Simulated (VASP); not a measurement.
Wanted: the native input for a VASP 6.6.1 run.

```
Task                   : single point
Functional             : PBE
Potentials or basis    : VASP PAW PBE potentials, release 64 (C, Si)
Cutoff                 : 520 eV
k mesh                 : 9 × 9 × 1
Occupations            : gaussian, width 0.05 eV
Spin                   : collinear spin
Starting moments       : [0.0, 0.0, 0.0, 0.0, 2.0, 0.0, 0.0, 0.0, 0.0] μB
Dipole correction      : yes
Further INCAR settings : ALGO = Normal; EDIFF = 1e-06; NBANDS = 32
```

The structure of Si4C5 lies in POSCAR:

```
Si4C5
1.0
    3.0920147208      0.0000000000      0.0000000000
   -1.5460073604      2.6777632971      0.0000000000
    0.0000000000      0.0000000000     25.2337106667
C Si
5 4
Direct
    0.3333333333      0.6666666667      0.1585181051
    0.6666666667      0.3333333333      0.2590546646
    0.3333333333      0.6666666667      0.3607902149
    0.6666666667      0.3333333333      0.4623551549
    1.0000000000      0.0000000000      0.6009306704
    0.6666666667      0.3333333333      0.1834768895
    0.3333333333      0.6666666667      0.2840134490
    0.6666666667      0.3333333333      0.3842867907
    0.3333333333      0.6666666667      0.4848161584
```

The input as run:

INCAR

```
SYSTEM = Si4C5
  ALGO = Normal
  DIPOL = 0.5 0.5 0.353
  EDIFF = 1E-6
  ENCUT = 520
  GGA = PE
  IDIPOL = 3
  ISIF = 2
  ISMEAR = 0
  ISPIN = 2
  LASPH = .TRUE.
  LCHARG = .FALSE.
  LDIPOL = .TRUE.
  LORBIT = 11
  LREAL = .FALSE.
  LWAVE = .FALSE.
  MAGMOM = 0 0 0 0 2 0 0 0 0
  NBANDS = 32
  NELM = 150
  PREC = Accurate
  SIGMA = 0.05
```

KPOINTS

```
k-points
0
G
  9 9 1
  0 0 0
```

Potentials or basis: VASP PAW PBE potentials, release 64 (C, Si).

Launch:

```sh
$ cat potpaw_PBE.64/C/POTCAR potpaw_PBE.64/Si/POTCAR > POTCAR
$ mpirun -np 1 vasp_std > vasp.out
```

It gave:

```
Largest force                                         : 2.840 eV/Å
Net moment                                            : 0.92 μB per cell
Site moments                                          : C -0.00, +0.01, +0.00, -0.01, +0.54; Si -0.00, -0.01, -0.05 (each value once) μB
Valence electrons inside the program's atomic spheres : C 2.39, 2.53, 2.52, 1.94 (each value once); Si 1.66, 1.65, 1.60 (each value once)
```

It took 4 min on 1 thread of Intel(R) Xeon(R) 6975P-C (Granite Rapids), on a shared host, peak memory 0.45 GiB.
